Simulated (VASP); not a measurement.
**Sn: single point with LDA**

The system is Sn.

```
Sn
1.0
    -1.89465    1.89465    1.89465
     1.89465   -1.89465    1.89465
     1.89465    1.89465   -1.89465
Sn
1
Direct
  0.00000 0.00000 0.00000
```

| Property | Result |
| --- | --- |
| Program | VASP 6.6.1 |
| Task | single point |
| Functional | LDA |
| Potentials or basis | VASP PAW LDA potentials, release 64 (Sn_d) |
| Cutoff | 520 eV |
| k mesh | 10 × 10 × 10 |
| Occupations | fermi-dirac, width 0.05 eV |
| Spin | no spin polarisation |
| Dipole correction | no |
| Further INCAR settings | ALGO = Normal; EDIFF = 1e-06; NBANDS = 13 |

| Quantity | Value |
| --- | --- |
| Pressure | -3.5 GPa |
| Band gap on the k mesh | zero (band 7 reaches 15.62 eV, above the bottom of band 8 at 5.56 eV) |

Levels at points of the mesh, in eV from the Fermi level:
| k point | band 3 | band 4 | band 5 | band 6 | band 7 | band 8 | band 9 | band 10 | band 11 | band 12 |
| --- | --- | --- | --- | --- | --- | --- | --- | --- | --- | --- |
| (0.00, 0.00, 0.00) | -21.41 | -21.27 | -21.27 | -11.05 | 7.86 | 7.86 | 7.86 | 12.25 | 12.25 | 12.25 |
| (0.50, 0.00, 0.00) | -21.28 | -21.28 | -21.19 | -6.43 | -4.34 | 3.58 | 5.44 | 8.06 | 8.40 | 14.99 |
| (0.50, 0.50, 0.50) | -21.21 | -21.21 | -21.21 | -2.57 | -0.45 | -0.45 | -0.45 | 4.00 | 4.00 | 18.25 |

It took 6.5 s on 1 thread of Intel(R) Xeon(R) Platinum 8488C (Sapphire Rapids), on a shared host, peak memory 0.13 GiB.

Caveat: spin-orbit coupling is left out, which moves the levels of the heavy elements.
